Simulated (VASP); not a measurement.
Here is a VASP 6.6.1 calculation.

INCAR

```
  PREC = Accurate
  ENCUT = 520
  EDIFF = 1E-7
  ISMEAR = 0
  SIGMA = 0.1
  LREAL = F
  LASPH = T
  NELM = 100
  ALGO = Normal
  ISIF = 2
  LWAVE = F
  LCHARG = T
  GGA = PE
  LELF = T
  LVHAR = T
  NBANDS = 26
```

KPOINTS

```
Automatic mesh
0
Gamma
  12 12 10
```

File POSCAR:

```
Si5Sn
1.0
    5.6834393181      0.0000000000      0.0000000000
   -2.8417196591      4.9220028304      0.0000000000
    0.0000000000      0.0000000000      3.8379644285
Si Sn
5 1
Direct
    0.3333333333      0.6666666667      0.0000000000
    0.6666666667      0.3333333333      0.0000000000
    0.5000000000      0.0000000000      0.5000000000
    0.5000000000      0.5000000000      0.5000000000
    0.0000000000      0.5000000000      0.5000000000
    0.0000000000      0.0000000000      0.0000000000
```

Potentials or basis: VASP PAW PBE potentials, release 64 (Si, Sn_d).

Command:

```bash
$ cat potpaw_PBE.64/Si/POTCAR potpaw_PBE.64/Sn_d/POTCAR > POTCAR
$ mpirun -np 1 vasp_std > vasp.out
```

(1) Predict the pressure.

(2) Predict the band gap on the k mesh.

Results:

(1) -0.1 GPa.

(2) zero (band 17 reaches 9.53 eV, above the bottom of band 18 at 6.05 eV).

Caveat: spin-orbit coupling is left out, which moves the levels of the heavy elements.
